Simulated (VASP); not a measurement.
# O (P-1) in VASP: single point with LDA

Aim: the single point of O with LDA.

All numbers are computed with VASP 6.6.1; they aren't measurements. Logs are shortened: lines on timing, memory, paths and dates and some standing lists are left out, and cuts for length are marked.

### Step 1. The cell of the first run

The typed cell holds 4 atoms: a = 3.070 Å, b = 3.070 Å, c = 6.558 Å, α = 58.22°, β = 54.18°, γ = 60.00°.

### Step 2. Single point, LDA

File INCAR:

```
SYSTEM = O
ALGO = Normal
EDIFF = 1E-7
ENCUT = 520
ISIF = 2
ISMEAR = 1
LASPH = .TRUE.
LCHARG = .FALSE.
LREAL = .FALSE.
LWAVE = .FALSE.
NBANDS = 20
NELM = 60
PREC = Accurate
SIGMA = 0.1
```

File KPOINTS:

```
k-points
0
G
  6 6 6
  0 0 0
```

File POSCAR:

```
O
1.0
    0.0000000000      2.1708560000      2.1708560000
    2.1708560000      0.0000000000      2.1708560000
    4.3417120000      4.8844260000      0.5427140000
O
4
Direct
    0.2187500000      0.2500000000      0.1250000000
    0.0000000000      0.0000000000      0.0000000000
    0.0937500000      0.2500000000      0.6250000000
   -0.1250000000      0.0000000000      0.5000000000
```

Potentials or basis: VASP PAW LDA potentials, release 64 (O).

Started as:

```bash
> cat potpaw_LDA.64/O/POTCAR > POTCAR
> mpirun -np 1 vasp_std > vasp.out
```

OUTCAR:

```text
SYSTEM = O
   EDIFF = 1E-7
   ENCUT = 520
   ISIF = 2
   ISMEAR = 1
   LASPH = .TRUE.
   LREAL = .FALSE.
   NELM = 60
   PREC = Accurate

 ion  position               nearest neighbor table
   1  0.219  0.250  0.125-   2 1.88   2 1.88   4 1.88   2 1.88
   2  0.000  0.000  0.000-   1 1.88   1 1.88   1 1.88
   3  0.094  0.250  0.625-   4 1.88   4 1.88   4 1.88
   4  0.875  0.000  0.500-   1 1.88   3 1.88   3 1.88   3 1.88

  LATTYP: Found a triclinic cell.
 ALAT       =     3.0700539972
 B/A-ratio  =     3.5089172119
 C/A-ratio  =     1.0000000000
 COS(alpha) =     0.0356235250
 COS(beta)  =     0.5000000000
 COS(gamma) =     0.7837175499

  Lattice vectors:

 A1 = (   0.0000000000,   2.1708560000,   2.1708560000)
 A2 = (   6.5125680000,   7.0552820000,   4.8844260000)
 A3 = (  -2.1708560000,   2.1708560000,   0.0000000000)

Analysis of symmetry for initial positions (statically):
=====================================================================
 Subroutine PRICEL returns:
 Original cell was already a primitive cell.

 Routine SETGRP: Setting up the symmetry group for a
 triclinic supercell.

 Subroutine GETGRP returns: Found  2 space group operations
 (whereof  1 operations were pure point group operations)
 out of a pool of  2 trial point group operations.

The static configuration has the point symmetry C_1 .
 The point group associated with its full space group is S_2 .

Analysis of symmetry for dynamics (positions and initial velocities):
=====================================================================
 Subroutine PRICEL returns:
 Original cell was already a primitive cell.

 Routine SETGRP: Setting up the symmetry group for a
 triclinic supercell.

 Subroutine GETGRP returns: Found  2 space group operations
 (whereof  1 operations were pure point group operations)
 out of a pool of  2 trial point group operations.

The dynamic configuration has the point symmetry C_1 .
 The point group associated with its full space group is S_2 .

 Subroutine INISYM returns: Found  2 space group operations
 (whereof  1 operations are pure point group operations),
 and found     1 'primitive' translations

----------------------------------------------------------------------------------------

                                     Primitive cell

  volume of cell :      40.9216

  direct lattice vectors                    reciprocal lattice vectors
     0.000000000  2.170856000  2.170856000    -0.259114377  0.201533404  0.259114377
     2.170856000  0.000000000  2.170856000     0.230323891 -0.230323891  0.230323891
     4.341712000  4.884426000  0.542714000     0.115161945  0.115161945 -0.115161945

  length of vectors
     3.070053997  3.070053997  6.557638213     0.418205971  0.398932681  0.199466340

  position of ions in fractional coordinates (direct lattice)
     0.218750000  0.250000000  0.125000000
     0.000000000  0.000000000  0.000000000
     0.093750000  0.250000000  0.625000000
     0.875000000  0.000000000  0.500000000

  ion indices of the primitive-cell ions
   primitive index   ion index
                 1           1
                 2           2
                 3           3
                 4           4

----------------------------------------------------------------------------------------

 KPOINTS: k-points

Automatic generation of k-mesh.
 Grid dimensions read from file:
 generate k-points for:    6    6    6

 Generating k-lattice:

  Cartesian coordinates                     Fractional coordinates (reciprocal lattice)
    -0.043185730  0.033588901  0.043185730     0.166666667  0.000000000 -0.000000000
     0.038387315 -0.038387315  0.038387315     0.000000000  0.166666667  0.000000000
     0.019193658  0.019193658 -0.019193658     0.000000000  0.000000000  0.166666667

  Length of vectors
     0.069700995  0.066488780  0.033244390

  Shift w.r.t. Gamma in fractional coordinates (k-lattice)
     0.000000000  0.000000000  0.000000000

 Subroutine IBZKPT returns following result:
 ===========================================

 Found    112 irreducible k-points:

 Following reciprocal coordinates:
            Coordinates               Weight
  0.000000  0.000000  0.000000      1.000000
  0.166667  0.000000  0.000000      2.000000
  0.333333  0.000000 -0.000000      2.000000
  0.500000  0.000000 -0.000000      1.000000
  0.000000  0.166667 -0.000000      2.000000
  0.166667  0.166667  0.000000      2.000000
[... 16 lines left out ...]
  0.333333  0.000000  0.166667      2.000000
  0.500000  0.000000  0.166667      2.000000
 [... further k-points ...]
   k-points           NKPTS =    112   k-points in BZ     NKDIM =    112   number of bands    NBANDS=     20
   number of dos      NEDOS =    301   number of ions     NIONS =      4
   total plane-waves  NPLWV =  28800
   dimension x,y,z NGX =    24 NGY =   24 NGZ =   50
   dimension x,y,z NGXF=    48 NGYF=   48 NGZF=  100
   ions per type =               4
   NGX,Y,Z   is equivalent  to a cutoff of  13.00, 13.00, 12.68 a.u.
   NGXF,Y,Z  is equivalent  to a cutoff of  25.99, 25.99, 25.35 a.u.
 SYSTEM =  O
   PREC   = accura    normal or accurate (medium, high low for compatibility)
   ISTART =      0    job   : 0-new  1-cont  2-samecut
   ICHARG =      2    charge: 1-file 2-atom 10-const
   ISPIN  =      1    spin polarized calculation?
   LNONCOLLINEAR =      F non collinear calculations
   LSORBIT =      F    spin-orbit coupling
   LASPH  =      T    aspherical Exc in radial PAW
   ENCUT  =  520.0 eV  38.22 Ry    6.18 a.u.   5.71  5.71 12.19*2*pi/ulx,y,z
   NELM   =     60;   NELMIN=  2; NELMDL= -5     # of ELM steps
   EDIFF  = 0.1E-06   stopping-criterion for ELM
   LREAL  =      F    real-space projection
   EDIFFG = 0.1E-05   stopping-criterion for IOM
   NSW    =      0    number of steps for IOM
   IBRION =     -1    ionic relax: 0-MD 1-quasi-New 2-CG
   NFREE  =      0    steps in history (QN), initial steepest desc. (CG)
   ISIF   =      2    stress and relaxation
   ISYM   =      2    0-nonsym 1-usesym 2-fastsym
   POTIM  = 0.5000    time-step for ionic-motion
   TEBEG  =    0.0;   TEEND  =   0.0 temperature during run
   PSTRESS=    0.0 pullay stress
   NELECT =      24.0000    total number of electrons
   NUPDOWN=      -1.0000    fix difference up-down
   EMIN   =  10.00;   EMAX   =-10.00  energy-range for DOS
   EFERMI =   0.00;   METHOD = LEGACY
   ISMEAR =     1;   SIGMA  =   0.10  broadening in eV -4-tet -1-fermi 0-gaus
   EFERMI_NEDOS =   21; number of points for ismear=-14 and -15
   IALGO  =     38    algorithm
   IMIX   =      4    mixing-type and parameters
     AMIX     =   0.40;   BMIX     =  1.00
     AMIX_MAG =   1.60;   BMIX_MAG =  1.00
  volume/ion in A,a.u.               =      10.23        69.04
  Fermi-wavevector in a.u.,A,eV,Ry     =   1.370338  2.589563 25.549361  1.877825
  Thomas-Fermi vector in A             =   2.496133
   LORBIT       =      0    0 simple, 1 ext, 2 COOP (PROOUT), +10 PAW based schemes
   GGA     = CA    functional components
   LHFCALC =     F    Hartree Fock is set to
   AEXX    =    0.0000 exact exchange contribution
   IVDW    =     0    specifies the selected vdW correction
   LEPSILON=     F    determine dielectric tensor
   LRPA    =     F    only Hartree local field effects (RPA)
 non-spin polarized calculation
 Methfessel and Paxton  Order N= 1 SIGMA  =   0.10
  energy-cutoff  :      520.00
  volume of cell :       40.92
 maximum number of plane-waves:      1114
   NGX = 11   NGY = 11   NGZ = 25

 number of electron      23.9999999 magnetization

 Free energy of the ion-electron system (eV)
  ---------------------------------------------------
  ext. energy  EPLUGINS =         0.00000000
  ---------------------------------------------------
  free energy    TOTEN  =       -15.07054250 eV

  energy without entropy =      -15.06955644  energy(sigma->0) =      -15.07021381

 E-fermi :   0.4802     XC(G=0): -10.9052

 val. band max:        0.4752030593   @ k =   0.5000   0.0000   0.1667
 cond. band min:       0.4902816288   @ k =   0.0000   0.1667   0.5000
 fundamental gap:      0.0150785695
 Fermi energy:         0.4801874316

 k-point     1 :       0.0000    0.0000    0.0000
  band No.  band energies     occupation
      1     -20.9166      2.00000
      2     -19.2028      2.00000
      3     -15.0937      2.00000
      4     -12.6132      2.00000
      5      -4.6653      2.00000
      6      -4.3696      2.00000
[... 12 lines left out ...]
     19      16.0780      0.00000
     20      20.2577      0.00000

 k-point     2 :       0.1667    0.0000    0.0000
  band No.  band energies     occupation
      1     -20.5460      2.00000
      2     -19.0273      2.00000
      3     -15.3462      2.00000
      4     -13.1942      2.00000
      5      -5.6563      2.00000
      6      -4.6169      2.00000
[... 12 lines left out ...]
     19      15.7182      0.00000
     20      19.9110      0.00000

 k-point     3 :       0.3333    0.0000   -0.0000
  band No.  band energies     occupation
      1     -19.5962      2.00000
      2     -18.4505      2.00000
      3     -16.1967      2.00000
      4     -14.5187      2.00000
      5      -5.5585      2.00000
      6      -5.2209      2.00000
[... 12 lines left out ...]
     19      14.4397      0.00000
     20      18.0565      0.00000

 k-point     4 :       0.5000    0.0000   -0.0000
  band No.  band energies     occupation
      1     -18.9038      2.00000
      2     -17.6185      2.00000
      3     -17.1790      2.00000
      4     -15.4188      2.00000
      5      -5.4970      2.00000
      6      -5.1697      2.00000
[... 12 lines left out ...]
     19      14.8724      0.00000
     20      15.9693      0.00000

 k-point     5 :       0.0000    0.1667   -0.0000
  band No.  band energies     occupation
      1     -20.5787      2.00000
      2     -18.9726      2.00000
      3     -15.3375      2.00000
      4     -13.2534      2.00000
      5      -5.6841      2.00000
      6      -4.5885      2.00000
[... 12 lines left out ...]
     19      15.4192      0.00000
     20      20.0885      0.00000

 k-point     6 :       0.1667    0.1667    0.0000
  band No.  band energies     occupation
      1     -20.4275      2.00000
      2     -19.2593      2.00000
      3     -15.0527      2.00000
      4     -13.3781      2.00000
      5      -5.5537      2.00000
      6      -4.5728      2.00000
[... 12 lines left out ...]
     19      16.2078      0.00000
     20      19.4668      0.00000

 k-point     7 :       0.3333    0.1667    0.0000
  band No.  band energies     occupation
      1     -19.6467      2.00000
      2     -19.0378      2.00000
      3     -15.5005      2.00000
      4     -14.3959      2.00000
      5      -5.5050      2.00000
      6      -5.1557      2.00000
[... 12 lines left out ...]
     19      15.3132      0.00000
     20      17.2737      0.00000
[... 277 lines left out ...]
 k-point    20 :       0.5000    0.5000   -0.0000
  band No.  band energies     occupation
      1     -19.1048      2.00000
      2     -17.3643      2.00000
      3     -16.9307      2.00000
      4     -15.7225      2.00000
      5      -5.9589      2.00000
      6      -5.5132      2.00000
[... 12 lines left out ...]
     19      13.9769      0.00000
     20      16.6134      0.00000

 k-point    21 :       0.0000    0.0000    0.1667
  band No.  band energies     occupation
      1     -20.8358      2.00000
      2     -19.3700      2.00000
      3     -14.8784      2.00000
      4     -12.7424      2.00000
      5      -4.5801      2.00000
      6      -4.3347      2.00000
[... 12 lines left out ...]
     19      16.6398      0.00000
     20      20.3693      0.00000

 k-point    22 :       0.1667    0.0000    0.1667
  band No.  band energies     occupation
      1     -20.6022      2.00000
      2     -18.9154      2.00000
      3     -15.4102      2.00000
      4     -13.2100      2.00000
      5      -5.8304      2.00000
      6      -4.5389      2.00000
[... 12 lines left out ...]
     19      15.6675      0.00000
     20      18.6630      0.00000

 k-point    23 :       0.3333    0.0000    0.1667
  band No.  band energies     occupation
      1     -19.7293      2.00000
      2     -18.1659      2.00000
      3     -16.3968      2.00000
      4     -14.4512      2.00000
      5      -6.0421      2.00000
      6      -5.1257      2.00000
[... 12 lines left out ...]
     19      14.3971      0.00000
     20      17.2510      0.00000

 k-point    24 :       0.5000    0.0000    0.1667
  band No.  band energies     occupation
      1     -18.8951      2.00000
      2     -17.8290      2.00000
      3     -16.8948      2.00000
      4     -15.4855      2.00000
      5      -5.6815      2.00000
      6      -5.4292      2.00000
[... 12 lines left out ...]
     19      14.6432      0.00000
     20      15.9405      0.00000

 [... further k-points ...]
[... 5 lines left out ...]
  --------------------------------------------------------------------------------------
  -------------------------------------------------------------------------------------
  Total       -2.2128567     -1.7018944     -2.9094769     -0.0662605     -0.8843356     -1.1658676
  in kB      -86.6384803    -66.6331210   -113.9127806     -2.5942531    -34.6237926    -45.6464257
  external PRESSURE =     -89.0614606 kB  Pullay stress =       0.0000000 kB

 VOLUME and BASIS-vectors are now :
 -----------------------------------------------------------------------------
  energy-cutoff  :      520.00
  volume of cell :       40.92
      direct lattice vectors                 reciprocal lattice vectors
     0.000000000  2.170856000  2.170856000    -0.259114377  0.201533404  0.259114377
     2.170856000  0.000000000  2.170856000     0.230323891 -0.230323891  0.230323891
     4.341712000  4.884426000  0.542714000     0.115161945  0.115161945 -0.115161945

 POSITION                                       TOTAL-FORCE (eV/Angst)
 -----------------------------------------------------------------------------------
      1.08543      1.08543      1.08543        -0.752185     -0.511762      0.362826
      0.00000      0.00000      0.00000         0.901159      0.579398     -0.327141
      3.25628      3.25628      1.08543        -0.901159     -0.579398      0.327141
      2.17086      4.34171      2.17086         0.752185      0.511762     -0.362826
 -----------------------------------------------------------------------------------
    total drift:                                0.000002      0.000001     -0.000002

  FREE ENERGIE OF THE ION-ELECTRON SYSTEM (eV)
  ---------------------------------------------------
  free  energy   TOTEN  =       -15.0705425008 eV

  energy  without entropy=      -15.0695564353  energy(sigma->0) =      -15.07021381
```

Wall time 66 s (1 thread of Intel Xeon Platinum 8559C (Emerald Rapids), shared host); peak memory 0.18 GiB.

What came out:

| Item | Value |
| --- | --- |
| Free energy | -15.0705 eV |
| Pressure | -8.9 GPa |
| Largest force | 1.120 eV/Å |
| Band gap on the k mesh | zero (band 12 reaches 0.76 eV, above the bottom of band 13 at 0.17 eV) |

Forces in eV/Å, atoms in the order of the input:
```
O   -0.752 -0.512  0.363
O    0.901  0.579 -0.327
O   -0.901 -0.579  0.327
O    0.752  0.512 -0.363
```

Caveat: the k points lie up to 0.44 Å⁻¹ apart; forces of over 1 eV/Å act on the atoms, so gaps and moduli don't describe the material at rest.
